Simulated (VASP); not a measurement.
Here is a VASP 6.6.1 calculation.

File INCAR:

```
ALGO     = Normal         # electronic algorithm
EDIFF    = 1E-6           # SCF threshold, eV
ENCUT    = 520            # plane-wave cutoff, eV
GGA      = PS             # functional
ISIF     = 2              # what is computed and relaxed
ISMEAR   = 0              # smearing method
LASPH    = T              # aspherical terms in the spheres
LCHARG   = T              # write CHGCAR
LELF     = T              # ELF
LREAL    = F              # projectors in reciprocal space
LVHAR    = T            
LWAVE    = F              # write WAVECAR
NBANDS   = 16             # bands
NELM     = 80             # most SCF steps
PREC     = Accurate       # precision mode
SIGMA    = 0.15           # smearing width, eV
```

Contents of KPOINTS:

```
k-points
0
Gamma
  14 14 14
```

The input POSCAR:

```
InSb
1.0
    0.0000000000      2.9958738539      2.8194168839
    2.9958738539      0.0000000000      2.8194168839
    2.9958738539      2.9958738539      0.0000000000
In Sb
1 1
Direct
    0.0000000000      0.0000000000      0.0000000000
    0.5000000000      0.5000000000      0.5000000000
```

Potentials or basis: VASP PAW PBE potentials, release 64 (In_d, Sb).

The run is started by

```bash
$ cat potpaw_PBE.64/In_d/POTCAR potpaw_PBE.64/Sb/POTCAR > POTCAR
$ mpirun -np 1 vasp_std > vasp.out
```

(1) Estimate the band gap on the k mesh.

(2) What does it give for the pressure?

## Answers

(1) zero (bands 9 and 10 overlap by 3.42 eV).

(2) 6.3 GPa.

Caveat: the cell stands under pressure; the PAW data sets were made with another functional, which shifts forces and pressure a little; spin-orbit coupling is left out, which moves the levels of the heavy elements.
